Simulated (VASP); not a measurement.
# Sb in VASP: single point with PBE+D3(BJ)

Aim: the single point of Sb with PBE+D3(BJ).

Program: VASP 6.6.1. These are calculated values, not measurements. Logs are shortened: lines on timing, memory, paths and dates and some standing lists are left out, and cuts for length are marked.

## Step 1: The cell of the first run

The cell holds a slab with vacuum, 6 atoms: a = 7.142 Å, b = 7.142 Å, c = 21.250 Å, α = 90.00°, β = 90.00°, γ = 120.00°.

## Step 2: Single point, PBE+D3(BJ)

File INCAR:

```
SYSTEM = Sb
PREC = Accurate ; ENCUT = 400
EDIFF = 1E-6 ; ISMEAR = 0
SIGMA = 0.04 ; LREAL = .False.
LASPH = .True. ; NELM = 120
ALGO = Normal ; ISIF = 2
LWAVE = .False. ; LCHARG = .False.
LDIPOL = .True. ; IDIPOL = 3
DIPOL = 0.5 0.5 0.609 ; GGA = PE
IVDW = 12 ; NBANDS = 24
GGA_COMPAT = .False. ; NELMDL = -8
```

File KPOINTS:

```
Automatic mesh
0
Gamma
  6 6 1
  0 0 0
```

File POSCAR:

```
Sb
1.0
    7.1417909436      0.0000000000      0.0000000000
   -3.5708954718      6.1849723857      0.0000000000
    0.0000000000      0.0000000000     21.2500000000
Sb
6
Direct
    0.6666670000      0.6666670000      0.5699583798
    0.3334914552      0.9933021843      0.5704271138
    1.0050184078      0.3379809966      0.5702219546
    0.3358364323      0.3303386752      0.6461966698
    0.9977836164      0.6652303354      0.6476739005
    0.6715266560      1.0023877633      0.6466389319
```

Potentials or basis: VASP PAW PBE potentials, release 64 (Sb).

Run with:

```sh
cat potpaw_PBE.64/Sb/POTCAR > POTCAR
mpirun -np 1 vasp_std > vasp.out
```

OUTCAR:

```text
SYSTEM = Sb
   PREC = Accurate
   ENCUT = 400
   EDIFF = 1E-6
   ISMEAR = 0
   LREAL = .False.
   LASPH = .True.
   NELM = 120
   ISIF = 2
   GGA = PE
   IVDW = 12
   NELMDL = -8
 IVDW          = 12

 ion  position               nearest neighbor table
   1  0.667  0.667  0.570-   4 2.88   6 2.88   5 2.89
   2  0.333  0.993  0.570-   6 2.88   5 2.88   4 2.89
   3  0.005  0.338  0.570-   5 2.88   4 2.88   6 2.89
   4  0.336  0.330  0.646-   1 2.88   3 2.88   2 2.89
   5  0.998  0.665  0.648-   3 2.88   2 2.88   1 2.89
   6  0.672  0.002  0.647-   2 2.88   1 2.88   3 2.89

  LATTYP: Found a hexagonal cell.
 ALAT       =     7.1417909436
 C/A-ratio  =     2.9754441383

  Lattice vectors:

 A1 = (   7.1417909436,   0.0000000000,   0.0000000000)
 A2 = (  -3.5708954718,   6.1849723857,   0.0000000000)
 A3 = (   0.0000000000,   0.0000000000,  21.2500000000)

Analysis of symmetry for initial positions (statically):
=====================================================================
 Subroutine PRICEL returns:
 Original cell was already a primitive cell.

 Routine SETGRP: Setting up the symmetry group for a
 hexagonal supercell.

 Subroutine GETGRP returns: Found  1 space group operations
 (whereof  1 operations were pure point group operations)
 out of a pool of 24 trial point group operations.

The static configuration has the point symmetry C_1 .

Analysis of symmetry for dynamics (positions and initial velocities):
=====================================================================
 Subroutine PRICEL returns:
 Original cell was already a primitive cell.

 Routine SETGRP: Setting up the symmetry group for a
 hexagonal supercell.

 Subroutine GETGRP returns: Found  1 space group operations
 (whereof  1 operations were pure point group operations)
 out of a pool of 24 trial point group operations.

The dynamic configuration has the point symmetry C_1 .

 Subroutine INISYM returns: Found  1 space group operations
 (whereof  1 operations are pure point group operations),
 and found     1 'primitive' translations

----------------------------------------------------------------------------------------

                                     Primitive cell

  volume of cell :     938.6503

  direct lattice vectors                    reciprocal lattice vectors
     7.141790944  0.000000000  0.000000000     0.140020901  0.080841105  0.000000000
[... 98 lines left out ...]
   TEBEG  =    0.0;   TEEND  =   0.0 temperature during run
   PSTRESS=    0.0 pullay stress
   NELECT =      30.0000    total number of electrons
   NUPDOWN=      -1.0000    fix difference up-down
   EMIN   =  10.00;   EMAX   =-10.00  energy-range for DOS
   EFERMI =   0.00;   METHOD = LEGACY
   ISMEAR =     0;   SIGMA  =   0.04  broadening in eV -4-tet -1-fermi 0-gaus
   EFERMI_NEDOS =   21; number of points for ismear=-14 and -15
   IALGO  =     38    algorithm
   IMIX   =      4    mixing-type and parameters
     AMIX     =   0.40;   BMIX     =  1.00
     AMIX_MAG =   1.60;   BMIX_MAG =  1.00
  volume/ion in A,a.u.               =     156.44      1055.72
  Fermi-wavevector in a.u.,A,eV,Ry     =   0.519534  0.981777  3.672424  0.269916
  Thomas-Fermi vector in A             =   1.536954
   LORBIT       =      0    0 simple, 1 ext, 2 COOP (PROOUT), +10 PAW based schemes
   GGA     = PE    functional components
   LHFCALC =     F    Hartree Fock is set to
   AEXX    =    0.0000 exact exchange contribution
   IVDW    =    12    specifies the selected vdW correction
   LEPSILON=     F    determine dielectric tensor
   LRPA    =     F    only Hartree local field effects (RPA)
 non-spin polarized calculation
 Gauss-broadening in eV      SIGMA  =   0.04
  energy-cutoff  :      400.00
  volume of cell :      938.65
 maximum number of plane-waves:     17086
 NGX is ok and might be reduce to    48
   NGX = 23   NGY = 23   NGZ = 69

 dipolmoment           0.000000      0.000000      0.000006 electrons x Angstroem

 number of electron      29.9999999 magnetization

 dipolmoment           0.000000      0.000000     -0.000003 electrons x Angstroem

 Free energy of the ion-electron system (eV)
  ---------------------------------------------------
  ext. energy  EPLUGINS =         0.00000000
  ---------------------------------------------------
  free energy    TOTEN  =       -24.31253038 eV

  energy without entropy =      -24.31253038  energy(sigma->0) =      -24.31253038

 E-fermi :  -2.4822     XC(G=0):  -2.5368

 val. band max:       -2.6926295467   @ k =   0.0000   0.0000   0.0000
 cond. band min:      -1.3804426726   @ k =   0.3333   0.3333   0.0000
 fundamental gap:      1.3121868741
 Fermi energy:        -2.4822028993

 k-point     1 :       0.0000    0.0000    0.0000
  band No.  band energies     occupation
      1     -13.9357      2.00000
      2     -11.1558      2.00000
      3     -11.1504      2.00000
      4     -11.1320      2.00000
      5     -11.1270      2.00000
      6      -8.9094      2.00000
[... 529 lines left out ...]
     23       0.9382      0.00000
     24       0.9543      0.00000

------------------------ aborting loop because EDIFF is reached ----------------------------------------

 vacuum level on the upper side and lower side of the slab       (xc-potential included)        -0.141        -0.141

 Edisp (eV)   -1.38206

 E8    (eV) :    -0.6875

  FORCE on cell =-STRESS in cart. coord.  units (eV):
  Direction    XX          YY          ZZ          XY          YZ          ZX
  --------------------------------------------------------------------------------------
  -------------------------------------------------------------------------------------
  Total      -1.34568    -1.34739     0.47323     0.00086     0.00011    -0.00092
  in kB      -2.29694    -2.29985     0.80776     0.00146     0.00019    -0.00158
  external pressure =       -1.26 kB  Pullay stress =        0.00 kB

 VOLUME and BASIS-vectors are now :
 -----------------------------------------------------------------------------
  energy-cutoff  :      400.00
  volume of cell :      938.65
      direct lattice vectors                 reciprocal lattice vectors
     7.141790944  0.000000000  0.000000000     0.140020901  0.080841105  0.000000000
    -3.570895472  6.184972386  0.000000000     0.000000000  0.161682209  0.000000000
     0.000000000  0.000000000 21.250000000     0.000000000  0.000000000  0.047058824

 POSITION                                       TOTAL-FORCE (eV/Angst)
 -----------------------------------------------------------------------------------
      2.38060      4.12332     12.11162         0.069495      0.007547     -0.092833
     -1.16525      6.14355     12.12158        -0.044542      0.072491     -0.108791
     -1.17105      2.09040     12.11722        -0.024242     -0.079699     -0.103501
      1.21887      2.04314     13.73168        -0.026541      0.013625      0.114044
      4.75049      4.11443     13.76307         0.024326      0.017025      0.086598
      4.78738      0.01477     13.74108         0.001505     -0.030990      0.104483
 -----------------------------------------------------------------------------------
    total drift:                               -0.000061      0.000014     -0.000016

  FREE ENERGIE OF THE ION-ELECTRON SYSTEM (eV)
  ---------------------------------------------------
  free  energy   TOTEN  =       -25.6945902312 eV

  energy  without entropy=      -25.6945902312  energy(sigma->0) =      -25.69459023

 vacuum level on the upper side and lower side of the slab         2.104         2.103
```

It took 12 min on 1 thread of Oxide Virtual Turin-like, shared host; peak memory 0.69 GiB.

Results:

```yaml
Free_energy: -25.6946 eV
Largest_force: 0.138 eV/Å
Band_gap_on_the_k_mesh: 1.31 eV
Dispersion_energy_per_atom: -0.230 eV
```

Forces in eV/Å, atoms in the order of the input:
```
Sb   0.069  0.008 -0.093
Sb  -0.045  0.072 -0.109
Sb  -0.024 -0.080 -0.104
Sb  -0.027  0.014  0.114
Sb   0.024  0.017  0.087
Sb   0.002 -0.031  0.104
```

Levels at points of the mesh, in eV from the valence-band top:
| k point | band 12 | band 13 | band 14 | band 15 | band 16 | band 17 | band 18 | band 19 |
| --- | --- | --- | --- | --- | --- | --- | --- | --- |
| (0.00, 0.00, 0.00) | -1.70 | -0.51 | 0.00 | 0.00 | 1.55 | 1.59 | 1.60 | 2.82 |
| (0.50, 0.00, 0.00) | -1.54 | -1.38 | -0.46 | -0.42 | 1.65 | 2.24 | 2.25 | 2.54 |
| (0.00, 0.50, 0.00) | -1.54 | -1.39 | -0.46 | -0.42 | 1.65 | 2.23 | 2.26 | 2.54 |
| (0.50, 0.50, 0.00) | -1.54 | -1.39 | -0.45 | -0.43 | 1.65 | 2.24 | 2.25 | 2.54 |

Caveat: spin-orbit coupling is left out, which moves the levels of the heavy elements.
